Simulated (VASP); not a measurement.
# NaCaI3 (P4/mmm) in VASP: further runs

The runs below take NaCaI3 through single point, with r2SCAN, HSE06.

All numbers are computed with VASP 6.6.1; they aren't measurements. Logs are shortened: lines on timing, memory, paths and dates and some standing lists are left out, and cuts for length are marked.

### 1 The cell of the first run

The structure is tetragonal, space group P4/mmm (No. 123). Conventional cell: a = 6.310 Å, b = 6.310 Å, c = 6.064 Å, α = 90.00°, β = 90.00°, γ = 90.00°. Na (site symmetry 4/mmm) has 12 I at 4.38 to 4.46 Å and 8 Ca at 5.39 Å within 5.7 Å. Within 4.0 Å of Ca (site symmetry 4/mmm) lie 6 I at 3.03 to 3.15 Å. I (site symmetry 4/mmm) has 2 Ca at 3.03 Å within 4.0 Å. Within 4.2 Å of I (site symmetry mmm) lie 2 Ca at 3.15 Å.

### 2 Single point, r2SCAN (epitaxial xy strain +3.0%)

POSCAR

```
NaCaI3
1.0
    6.3096746573      0.0000000000      0.0000000000
    0.0000000000      6.3096746573      0.0000000000
    0.0000000000      0.0000000000      6.0638489471
Na Ca I
1 1 3
Direct
    0.0000000000      0.0000000000      0.0000000000
    0.5000000000      0.5000000000      0.5000000000
    0.5000000000      0.5000000000      0.0000000000
    0.5000000000      0.0000000000      0.5000000000
    0.0000000000      0.5000000000      0.5000000000
```

INCAR.step1

```
SYSTEM = NaCaI3
PREC     = Accurate       ! precision mode
ENCUT    = 520            ! plane-wave cutoff, eV
ISMEAR   = 0              ! smearing method
SIGMA    = 0.01           ! smearing width, eV
LREAL    = .FALSE.        ! projectors in reciprocal space
LASPH    = .TRUE.         ! aspherical terms in the spheres
NELM     = 60             ! most SCF steps
NBANDS   = 27             ! bands
GGA      = PE             ! functional
ALGO     = Normal         ! electronic algorithm
EDIFF    = 1E-4           ! SCF threshold, eV
LWAVE    = .TRUE.         ! write WAVECAR
LCHARG   = .FALSE.        ! write CHGCAR
```

INCAR.step2

```
SYSTEM = NaCaI3
PREC     = Accurate       ! precision mode
ENCUT    = 520            ! plane-wave cutoff, eV
EDIFF    = 1E-7           ! SCF threshold, eV
ISMEAR   = 0              ! smearing method
SIGMA    = 0.01           ! smearing width, eV
LREAL    = .FALSE.        ! projectors in reciprocal space
LASPH    = .TRUE.         ! aspherical terms in the spheres
NELM     = 60             ! most SCF steps
ALGO     = Normal         ! electronic algorithm
ISIF     = 2              ! what is computed and relaxed
LWAVE    = .FALSE.        ! write WAVECAR
LCHARG   = .TRUE.         ! write CHGCAR
METAGGA  = R2SCAN         ! meta-GGA
LMIXTAU  = .TRUE.       
LELF     = .TRUE.         ! ELF
LVHAR    = .TRUE.       
NBANDS   = 27             ! bands
ISTART   = 1
```

KPOINTS

```
regular mesh
0
G
  4 4 4
  0 0 0
```

Potentials or basis: VASP PAW PBE potentials, release 64 (Na_pv, Ca_sv, I).

On the command line:

```
$ cat potpaw_PBE.64/Na_pv/POTCAR potpaw_PBE.64/Ca_sv/POTCAR potpaw_PBE.64/I/POTCAR > POTCAR
$ cp INCAR.step1 INCAR
$ mpirun -np 1 vasp_std > vasp.out
$ cp INCAR.step2 INCAR
$ mpirun -np 1 vasp_std > vasp.out
```

OUTCAR:

```text
SYSTEM = NaCaI3
   PREC = Accurate
   ENCUT = 520
   EDIFF = 1E-7
   ISMEAR = 0
   LREAL = .FALSE.
   LASPH = .TRUE.
   NELM = 60
   ISIF = 2
   METAGGA = R2SCAN
   ISTART = 1

 ion  position               nearest neighbor table
   1  0.000  0.000  0.000-
   2  0.500  0.500  0.500-   3 3.03   3 3.03   5 3.15   4 3.15   4 3.15   5 3.15
   3  0.500  0.500  0.000-   2 3.03   2 3.03
   4  0.500  0.000  0.500-   2 3.15   2 3.15
   5  0.000  0.500  0.500-   2 3.15   2 3.15

  LATTYP: Found a simple tetragonal cell.
 ALAT       =     6.3096746573
 C/A-ratio  =     0.9610398755

  Lattice vectors:

 A1 = (   6.3096746573,   0.0000000000,   0.0000000000)
 A2 = (   0.0000000000,   6.3096746573,   0.0000000000)
 A3 = (   0.0000000000,   0.0000000000,   6.0638489471)

Analysis of symmetry for initial positions (statically):
=====================================================================
 Subroutine PRICEL returns:
 Original cell was already a primitive cell.

 Routine SETGRP: Setting up the symmetry group for a
 simple tetragonal supercell.

 Subroutine GETGRP returns: Found 16 space group operations
 (whereof 16 operations were pure point group operations)
 out of a pool of 16 trial point group operations.

The static configuration has the point symmetry D_4h.

Analysis of symmetry for dynamics (positions and initial velocities):
=====================================================================
 Subroutine PRICEL returns:
 Original cell was already a primitive cell.

 Routine SETGRP: Setting up the symmetry group for a
 simple tetragonal supercell.

 Subroutine GETGRP returns: Found 16 space group operations
 (whereof 16 operations were pure point group operations)
 out of a pool of 16 trial point group operations.

The dynamic configuration has the point symmetry D_4h.

 Subroutine INISYM returns: Found 16 space group operations
 (whereof 16 operations are pure point group operations),
 and found     1 'primitive' translations

----------------------------------------------------------------------------------------

                                     Primitive cell

  volume of cell :     241.4139

  direct lattice vectors                    reciprocal lattice vectors
     6.309674657  0.000000000  0.000000000     0.158486777  0.000000000  0.000000000
     0.000000000  6.309674657  0.000000000     0.000000000  0.158486777  0.000000000
     0.000000000  0.000000000  6.063848947     0.000000000  0.000000000  0.164911760

  length of vectors
     6.309674657  6.309674657  6.063848947     0.158486777  0.158486777  0.164911760

  position of ions in fractional coordinates (direct lattice)
     0.000000000  0.000000000  0.000000000
     0.500000000  0.500000000  0.500000000
     0.500000000  0.500000000  0.000000000
     0.500000000  0.000000000  0.500000000
     0.000000000  0.500000000  0.500000000

  ion indices of the primitive-cell ions
   primitive index   ion index
                 1           1
                 2           2
                 3           3
                 4           4
                 5           5

----------------------------------------------------------------------------------------

 KPOINTS: regular mesh

Automatic generation of k-mesh.
 Grid dimensions read from file:
 generate k-points for:    4    4    4

 Generating k-lattice:

  Cartesian coordinates                     Fractional coordinates (reciprocal lattice)
     0.039621694  0.000000000  0.000000000     0.250000000  0.000000000  0.000000000
     0.000000000  0.039621694  0.000000000     0.000000000  0.250000000  0.000000000
     0.000000000  0.000000000  0.041227940     0.000000000  0.000000000  0.250000000

  Length of vectors
     0.039621694  0.039621694  0.041227940

  Shift w.r.t. Gamma in fractional coordinates (k-lattice)
     0.000000000  0.000000000  0.000000000

 Subroutine IBZKPT returns following result:
 ===========================================

 Found     18 irreducible k-points:

 Following reciprocal coordinates:
            Coordinates               Weight
  0.000000  0.000000  0.000000      1.000000
  0.250000  0.000000  0.000000      4.000000
  0.500000  0.000000  0.000000      2.000000
  0.250000  0.250000  0.000000      4.000000
  0.500000  0.250000  0.000000      4.000000
  0.500000  0.500000  0.000000      1.000000
[... 10 lines left out ...]
  0.500000  0.250000  0.500000      4.000000
  0.500000  0.500000  0.500000      1.000000
   k-points           NKPTS =     18   k-points in BZ     NKDIM =     18   number of bands    NBANDS=     27
   number of dos      NEDOS =    301   number of ions     NIONS =      5
   total plane-waves  NPLWV = 110592
   dimension x,y,z NGX =    48 NGY =   48 NGZ =   48
   dimension x,y,z NGXF=    96 NGYF=   96 NGZF=   96
   ions per type =               1   1   3
   NGX,Y,Z   is equivalent  to a cutoff of  12.65, 12.65, 13.16 a.u.
   NGXF,Y,Z  is equivalent  to a cutoff of  25.29, 25.29, 26.32 a.u.
[... 35 lines left out ...]
   METAGGA = R2SCAN    functional components
   LHFCALC =     F    Hartree Fock is set to
   AEXX    =    0.0000 exact exchange contribution
   IVDW    =     0    specifies the selected vdW correction
   LEPSILON=     F    determine dielectric tensor
   LRPA    =     F    only Hartree local field effects (RPA)
 non-spin polarized calculation
 Gauss-broadening in eV      SIGMA  =   0.01
  energy-cutoff  :      520.00
  volume of cell :      241.41
 maximum number of plane-waves:      6536
 NGX is ok and might be reduce to    48
   NGX = 23   NGY = 23   NGZ = 23

 number of electron      38.0000000 magnetization

 Free energy of the ion-electron system (eV)
  ---------------------------------------------------
  ext. energy  EPLUGINS =         0.00000000
  ---------------------------------------------------
  free energy    TOTEN  =       -91.68546401 eV

  energy without entropy =      -91.68546401  energy(sigma->0) =      -91.68546401

 E-fermi :   0.0135     XC(G=0):  -7.0377

 val. band max:       -0.0914359469   @ k =   0.5000   0.5000   0.5000
 cond. band min:       2.9839706432   @ k =   0.0000   0.0000   0.0000
 fundamental gap:      3.0754065900
 Fermi energy:         0.0135053472

 k-point     1 :       0.0000    0.0000    0.0000
  band No.  band energies     occupation
      1     -41.7578      2.00000
      2     -25.6198      2.00000
      3     -25.6198      2.00000
      4     -25.6191      2.00000
      5     -21.8898      2.00000
      6     -21.8840      2.00000
[... 19 lines left out ...]
     26       5.2817      0.00000
     27       6.1565      0.00000

 k-point     2 :       0.2500    0.0000    0.0000
  band No.  band energies     occupation
      1     -41.7578      2.00000
      2     -25.6198      2.00000
      3     -25.6198      2.00000
      4     -25.6191      2.00000
      5     -21.8898      2.00000
      6     -21.8853      2.00000
[... 19 lines left out ...]
     26       5.7517      0.00000
     27       6.0843      0.00000

 k-point     3 :       0.5000    0.0000    0.0000
  band No.  band energies     occupation
      1     -41.7578      2.00000
      2     -25.6198      2.00000
      3     -25.6198      2.00000
      4     -25.6191      2.00000
      5     -21.8897      2.00000
      6     -21.8866      2.00000
[... 19 lines left out ...]
     26       5.2929      0.00000
     27       6.7945      0.00000

 k-point     4 :       0.2500    0.2500    0.0000
  band No.  band energies     occupation
      1     -41.7578      2.00000
      2     -25.6198      2.00000
      3     -25.6198      2.00000
      4     -25.6191      2.00000
      5     -21.8897      2.00000
      6     -21.8853      2.00000
[... 19 lines left out ...]
     26       6.0041      0.00000
     27       6.1563      0.00000
[... 336 lines left out ...]
      4     -25.6191      2.00000
      5     -21.8946      2.00000
      6     -21.8851      2.00000
[... 19 lines left out ...]
     26       5.9537      0.00000
     27       6.2479      0.00000

 k-point    17 :       0.5000    0.2500    0.5000
  band No.  band energies     occupation
      1     -41.7579      2.00000
      2     -25.6198      2.00000
      3     -25.6198      2.00000
      4     -25.6191      2.00000
      5     -21.8946      2.00000
      6     -21.8864      2.00000
[... 19 lines left out ...]
     26       6.4270      0.00000
     27       6.6750      0.00000

 k-point    18 :       0.5000    0.5000    0.5000
  band No.  band energies     occupation
      1     -41.7579      2.00000
      2     -25.6198      2.00000
      3     -25.6198      2.00000
      4     -25.6191      2.00000
      5     -21.8945      2.00000
      6     -21.8864      2.00000
[... 19 lines left out ...]
     26       6.1806      0.00000
     27       7.2169      0.00000

------------------------ aborting loop because EDIFF is reached ----------------------------------------

  FORCE on cell =-STRESS in cart. coord.  units (eV):
  Direction    XX          YY          ZZ          XY          YZ          ZX
  --------------------------------------------------------------------------------------
  -------------------------------------------------------------------------------------
  Total       -1.4782422     -1.4782422      0.0929510      0.0000000      0.0000000      0.0000000
  in kB       -9.8105615     -9.8105615      0.6168821      0.0000000      0.0000000      0.0000000
  external PRESSURE =      -6.3347470 kB  Pullay stress =       0.0000000 kB

 VOLUME and BASIS-vectors are now :
 -----------------------------------------------------------------------------
  energy-cutoff  :      520.00
  volume of cell :      241.41
      direct lattice vectors                 reciprocal lattice vectors
     6.309674657  0.000000000  0.000000000     0.158486777  0.000000000  0.000000000
     0.000000000  6.309674657  0.000000000     0.000000000  0.158486777  0.000000000
     0.000000000  0.000000000  6.063848947     0.000000000  0.000000000  0.164911760

 POSITION                                       TOTAL-FORCE (eV/Angst)
 -----------------------------------------------------------------------------------
      0.00000      0.00000      0.00000         0.000000      0.000000      0.000000
      3.15484      3.15484      3.03192         0.000000      0.000000      0.000000
      3.15484      3.15484      0.00000         0.000000      0.000000      0.000000
      3.15484      0.00000      3.03192         0.000000      0.000000      0.000000
      0.00000      3.15484      3.03192         0.000000      0.000000      0.000000
 -----------------------------------------------------------------------------------
    total drift:                                0.000000     -0.000000     -0.000000

  FREE ENERGIE OF THE ION-ELECTRON SYSTEM (eV)
  ---------------------------------------------------
  free  energy   TOTEN  =       -91.6854640102 eV

  energy  without entropy=      -91.6854640102  energy(sigma->0) =      -91.68546401
```

It took 4.8 min on 1 thread of AMD EPYC 9R45 (Zen 5), shared host; peak memory 0.41 GiB.

What came out:

* Free energy: -91.6855 eV
* Pressure: -0.6 GPa
* Band gap on the k mesh: 3.08 eV, indirect (least direct gap 3.44 eV)

Stress tensor (GPa, compression positive):
```
-0.98  0.00  0.00
 0.00 -0.98  0.00
 0.00  0.00  0.06
```

Caveat: the cell differs from its parent crystal (epitaxial xy strain +3.0%); the PAW data sets were made with another functional, which shifts forces and pressure a little; spin-orbit coupling is left out, which moves the levels of the heavy elements.

### 3 Single point, HSE06 (uniaxial x strain +1.0%)

POSCAR, as its differences from that of step 2:

```diff
@@ -2,5 +2,5 @@
 1.0
-    6.3096746573      0.0000000000      0.0000000000
-    0.0000000000      6.3096746573      0.0000000000
-    0.0000000000      0.0000000000      6.0638489471
+    6.1871567028      0.0000000000      0.0000000000
+    0.0000000000      6.1258977255      0.0000000000
+    0.0000000000      0.0000000000      6.1258977255
 Na Ca I
```

INCAR.step1

```
ALGO = Normal
EDIFF = 1E-5
ENCUT = 520
GGA = PE
ISIF = 2
ISMEAR = 0
LASPH = True
LCHARG = False
LREAL = False
LWAVE = True
NBANDS = 27
NELM = 60
PREC = Accurate
SIGMA = 0.01
```

INCAR.step2

```
ALGO = Normal
EDIFF = 1E-7
ENCUT = 520
GGA = PE
HFSCREEN = 0.2079
ISIF = 2
ISMEAR = 0
ISTART = 1
LASPH = True
LCHARG = False
LHFCALC = True
LREAL = False
LWAVE = False
NBANDS = 27
NELM = 60
PREC = Accurate
PRECFOCK = Fast
SIGMA = 0.01
```

KPOINTS

```
k-points
0
Gamma
  2 2 2
```

Potentials or basis: VASP PAW PBE potentials, release 64 (Na_pv, Ca_sv, I).

On the command line:

```
$ cat potpaw_PBE.64/Na_pv/POTCAR potpaw_PBE.64/Ca_sv/POTCAR potpaw_PBE.64/I/POTCAR > POTCAR
$ cp INCAR.step1 INCAR
$ mpirun -np 1 vasp_std > vasp.out
$ cp INCAR.step2 INCAR
$ mpirun -np 1 vasp_std > vasp.out
```

It took 8.9 min on 1 thread of Oxide Virtual Turin-like, shared host; peak memory 0.43 GiB.

Results (log left out):

| Item | Value |
| --- | --- |
| Free energy | -16.5066 eV |
| Pressure | 0.0 GPa |
| Band gap on the k mesh | 3.33 eV, indirect (least direct gap 3.71 eV) |

Stress tensor (GPa, compression positive):
```
-0.15  0.00  0.00
 0.00  0.14  0.00
 0.00  0.00  0.14
```

Levels at points of the mesh, in eV from the valence-band top:
| k point | band 15 | band 16 | band 17 | band 18 | band 19 | band 20 | band 21 | band 22 | band 23 | band 24 |
| --- | --- | --- | --- | --- | --- | --- | --- | --- | --- | --- |
| (0.00, 0.00, 0.00) | -0.70 | -0.70 | -0.38 | -0.38 | -0.38 | 3.33 | 4.90 | 4.91 | 4.91 | 5.33 |
| (0.50, 0.00, 0.00) | -1.10 | -1.10 | -0.84 | -0.48 | -0.48 | 4.61 | 4.99 | 5.43 | 5.84 | 6.05 |
| (0.00, 0.50, 0.00) | -1.13 | -1.12 | -0.84 | -0.50 | -0.49 | 4.64 | 5.01 | 5.40 | 5.81 | 6.10 |
| (0.50, 0.50, 0.00) | -1.12 | -1.12 | -1.10 | -1.07 | -0.03 | 4.67 | 6.12 | 6.16 | 6.20 | 6.30 |
| (0.00, 0.50, 0.50) | -1.11 | -1.11 | -1.10 | -1.10 | -0.01 | 4.64 | 6.07 | 6.22 | 6.22 | 6.26 |
| (0.50, 0.50, 0.50) | -1.46 | -1.43 | -0.02 | -0.02 | 0.00 | 3.71 | 6.53 | 6.57 | 6.57 | 6.75 |

Caveat: the k points lie up to 0.51 Å⁻¹ apart; the cell differs from its parent crystal (uniaxial x strain +1.0%); the PAW data sets were made with another functional, which shifts forces and pressure a little; spin-orbit coupling is left out, which moves the levels of the heavy elements.

### 4 Single point, HSE06 (epitaxial xy strain +3.0%)

POSCAR, as its differences from that of step 3:

```diff
@@ -2,5 +2,5 @@
 1.0
-    6.1871567028      0.0000000000      0.0000000000
-    0.0000000000      6.1258977255      0.0000000000
-    0.0000000000      0.0000000000      6.1258977255
+    6.3096746573      0.0000000000      0.0000000000
+    0.0000000000      6.3096746573      0.0000000000
+    0.0000000000      0.0000000000      6.0638489471
 Na Ca I
```

INCAR.step1

```
SYSTEM = NaCaI3
PREC = Accurate
ENCUT = 520
EDIFF = 1E-5
ISMEAR = 0
SIGMA = 0.01
LREAL = .False.
LASPH = .True.
NELM = 60
ALGO = Normal
ISIF = 2
LWAVE = .True.
NBANDS = 27
GGA = PE
```

INCAR.step2

```
SYSTEM = NaCaI3
PREC = Accurate
ENCUT = 520
EDIFF = 1E-6
ISMEAR = 0
SIGMA = 0.01
LREAL = .False.
LASPH = .True.
NELM = 60
ALGO = Normal
ISIF = 2
LWAVE = .False.
LCHARG = .True.
GGA = PE
LHFCALC = .True.
HFSCREEN = 0.2079
PRECFOCK = Fast
LELF = .True.
LVHAR = .True.
NBANDS = 27
ISTART = 1
```

KPOINTS

```
regular mesh
0
Gamma
  2 2 2
  0 0 0
```

On the command line:

```
$ cat potpaw_PBE.64/Na_pv/POTCAR potpaw_PBE.64/Ca_sv/POTCAR potpaw_PBE.64/I/POTCAR > POTCAR
$ cp INCAR.step1 INCAR
$ mpirun -np 1 vasp_std > vasp.out
$ cp INCAR.step2 INCAR
$ mpirun -np 1 vasp_std > vasp.out
```

It took 6.4 min on 1 thread of Oxide Virtual Turin-like, shared host; peak memory 0.43 GiB.

The run converged. Its results:

* Free energy: -16.4741 eV
* Pressure: -0.5 GPa
* Band gap on the k mesh: 3.33 eV, indirect (least direct gap 3.70 eV)

Stress tensor (GPa, compression positive):
```
-0.84  0.00  0.00
 0.00 -0.84  0.00
 0.00  0.00  0.24
```

Levels at points of the mesh, in eV from the valence-band top:
```tsv
k point	band 15	band 16	band 17	band 18	band 19	band 20	band 21	band 22	band 23	band 24
(0.00, 0.00, 0.00)	-0.67	-0.63	-0.38	-0.37	-0.37	3.33	4.93	4.93	4.96	5.16
(0.50, 0.00, 0.00)	-1.02	-0.98	-0.78	-0.47	-0.44	4.52	5.01	5.42	5.75	5.94
(0.50, 0.50, 0.00)	-1.08	-1.08	-0.96	-0.96	-0.08	4.66	6.02	6.02	6.11	6.42
(0.00, 0.00, 0.50)	-1.11	-1.11	-0.79	-0.49	-0.49	4.66	5.08	5.30	5.66	6.16
(0.50, 0.00, 0.50)	-1.09	-1.02	-1.02	-0.99	-0.01	4.59	5.94	6.11	6.25	6.26
(0.50, 0.50, 0.50)	-1.43	-1.32	-0.07	0.00	0.00	3.75	6.44	6.44	6.59	6.65
```

Caveat: the k points lie up to 0.52 Å⁻¹ apart; the cell differs from its parent crystal (epitaxial xy strain +3.0%); the PAW data sets were made with another functional, which shifts forces and pressure a little; spin-orbit coupling is left out, which moves the levels of the heavy elements. A k mesh can miss the band edges.

### 5 Summary

```csv
level,cell,k mesh,grid for exact exchange (PRECFOCK),screening parameter,gap on the mesh (eV),pressure (GPa)
r2SCAN,"a = 6.310, b = 6.310, c = 6.064 Å, 5 atoms",4 × 4 × 4,-,-,3.08,-0.6
HSE06,"a = 6.187, b = 6.126, c = 6.126 Å, 5 atoms",2 × 2 × 2,Fast,0.2079 1/Å,3.33,0.0
HSE06,"a = 6.310, b = 6.310, c = 6.064 Å, 5 atoms",2 × 2 × 2,Fast,0.2079 1/Å,3.33,-0.5
```

Alike in all rows: task single point; potentials or basis VASP PAW PBE potentials, release 64 (Na_pv, Ca_sv, I); no spin polarisation; cutoff (eV) 520; smearing gaussian 0.01 eV.

Caveats: some runs use coarse meshes; the PAW data sets were made with another functional, which shifts forces and pressure a little; spin-orbit coupling is left out, which moves the levels of the heavy elements.

Absolute energies hang on the potentials; compare differences alone.
